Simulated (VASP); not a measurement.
## La: single point with PBE

The system is La.

```
La
1.0
     0.00000    2.75504    2.75504
     2.75504    0.00000    2.75504
     2.75504    2.75504    0.00000
La
1
Direct
  0.00000 0.00000 0.00000
```

This isn't the form of La at room conditions, which is double hcp.

```yaml
Program: VASP 6.6.1
Task: single point
Functional: PBE
Potentials_or_basis: VASP PAW PBE potentials, release 64 (La)
Cutoff: 520 eV
k_mesh: 17 × 17 × 17
Occupations: fermi-dirac, width 0.05 eV
Spin: collinear spin
Starting_moments: "[1.0] μB"
```

```json
{
 "Pressure": "-2.6 GPa",
 "Net moment": "0.00 μB per cell",
 "Valence electrons inside the program's atomic spheres": "La 8.51"
}
```

Levels at points of the mesh, in eV from the Fermi level:
Spin up:
| k point | band 3 | band 4 | band 5 | band 6 | band 7 | band 8 |
| --- | --- | --- | --- | --- | --- | --- |
| (0.00, 0.00, 0.00) | -16.22 | -16.22 | -3.21 | 1.19 | 1.41 | 1.41 |
Spin down:
| k point | band 2 | band 3 | band 4 | band 5 | band 6 | band 7 | band 8 | band 9 |
| --- | --- | --- | --- | --- | --- | --- | --- | --- |
| (0.00, 0.00, 0.00) | -16.23 | -16.23 | -16.23 | -3.21 | 1.19 | 1.41 | 1.41 | 1.41 |

Wall time 3 min on 1 thread of Intel(R) Xeon(R) Platinum 8488C (Sapphire Rapids) (shared host), peak memory 0.33 GiB.

Caveat: spin-orbit coupling is left out, which moves the levels of the heavy elements.
